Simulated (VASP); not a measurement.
Input of a VASP 6.6.1 run:

Contents of INCAR:

```
SYSTEM = Zr2Br
ALGO = Normal
EDIFF = 1E-6
EDIFFG = -0.04
ENCUT = 600
GGA = PE
IBRION = 2
ISIF = 3
ISMEAR = 0
LASPH = .TRUE.
LCHARG = .FALSE.
LREAL = .FALSE.
LWAVE = .FALSE.
NELM = 100
NSW = 90
PREC = Accurate
SIGMA = 0.1
```

KPOINTS

```
k-points
0
G
  4 4 4
  0 0 0
```

POSCAR

```
Zr2Br
1.0
    0.0000000000      3.5679935500      3.5679935500
    3.5679935500      0.0000000000      3.5679935500
    3.5679935500      3.5679935500      0.0000000000
Zr Br
2 1
Direct
    0.7500000000      0.7500000000      0.7500000000
    0.2500000000      0.2500000000      0.2500000000
    0.0000000000      0.0000000000      0.0000000000
```

Potentials or basis: VASP PAW PBE potentials, release 64 (Zr_sv, Br).

Command:

```bash
$ cat potpaw_PBE.64/Zr_sv/POTCAR potpaw_PBE.64/Br/POTCAR > POTCAR
$ mpirun -np 1 vasp_std > vasp.out
```

(1) Estimate the relaxed cell.

(2) Estimate the space group after relaxing (to 0.05 Å).

(3) What does it give for the relaxed volume?

Results:

(1) a = 4.621 Å, b = 4.621 Å, c = 4.621 Å, α = 60.00°, β = 60.00°, γ = 60.00°.

(2) Fm-3m (No. 225).

(3) 23.26 Å³/atom.

Caveat: the k points lie up to 0.42 Å⁻¹ apart in the final cell; the volume moved by over 15 % at a fixed basis, so the end points are rough; an odd number of electrons without spin polarisation forces a metal; a magnetic or distorted state may lie lower.
